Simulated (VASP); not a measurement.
Wanted: the native input for a VASP 6.6.1 run.

```
Task                   : single point
Functional             : LDA
Potentials or basis    : VASP PAW LDA potentials, release 64 (C)
Cutoff                 : 520 eV
k mesh                 : 12 × 12 × 4
Occupations            : gaussian, width 0.05 eV
Spin                   : no spin polarisation
Dipole correction      : no
Further INCAR settings : ALGO = Normal; EDIFF = 1e-06; NBANDS = 26
```

The structure of C lies in POSCAR:

```
C
1.0
    2.4896249417      0.0000000000      0.0000000000
   -1.2448124708      2.1560784454      0.0000000000
    0.0000000000      0.0000000000      8.2142660865
C
8
Direct
   -0.0228950148      0.0000000000      0.0929365318
    0.0228950148      0.0000000000      0.5929365318
    0.0228950148      0.0000000000      0.4070634682
   -0.0228950148      0.0000000000      0.9070634682
    0.3143640941      0.6666666667      0.1555443640
    0.6856359059      0.3333333333      0.6555443640
    0.3523025726      0.6666666667      0.3444556360
    0.6476974274      0.3333333333      0.8444556360
```

This cell differs from its parent crystal: mode 4 frozen in at -0.057 Å and mode 5 at +0.000 Å (largest displacements).

One way to write it, as run:

INCAR

```
PREC     = Accurate       # precision mode
ENCUT    = 520            # plane-wave cutoff, eV
EDIFF    = 1E-6           # SCF threshold, eV
ISMEAR   = 0              # smearing method
SIGMA    = 0.05           # smearing width, eV
LREAL    = F              # projectors in reciprocal space
LASPH    = T              # aspherical terms in the spheres
NELM     = 100            # most SCF steps
ALGO     = Normal         # electronic algorithm
ISIF     = 2              # what is computed and relaxed
LWAVE    = F              # write WAVECAR
LCHARG   = F              # write CHGCAR
NBANDS   = 26             # bands
```

KPOINTS

```
Automatic mesh
0
Gamma
  12 12 4
```

Potentials or basis: VASP PAW LDA potentials, release 64 (C).

Command:

```sh
$ cat potpaw_LDA.64/C/POTCAR > POTCAR
$ mpirun -np 1 vasp_std > vasp.out
```

Results of the run:

| Item | Value |
| --- | --- |
| Pressure | 1.7 GPa |
| Largest force | 0.394 eV/Å |
| Band gap on the k mesh | 4.59 eV, indirect (least direct gap 5.33 eV) |

Caveat: the cell differs from its parent crystal (mode 4 frozen in at -0.057 Å and mode 5 at +0.000 Å (largest displacements)).

It took 120 s on 1 thread of Intel(R) Xeon(R) Platinum 8259CL CPU @ 2.50GHz (Skylake/Cascade Lake) (shared host), peak memory 0.2 GiB.
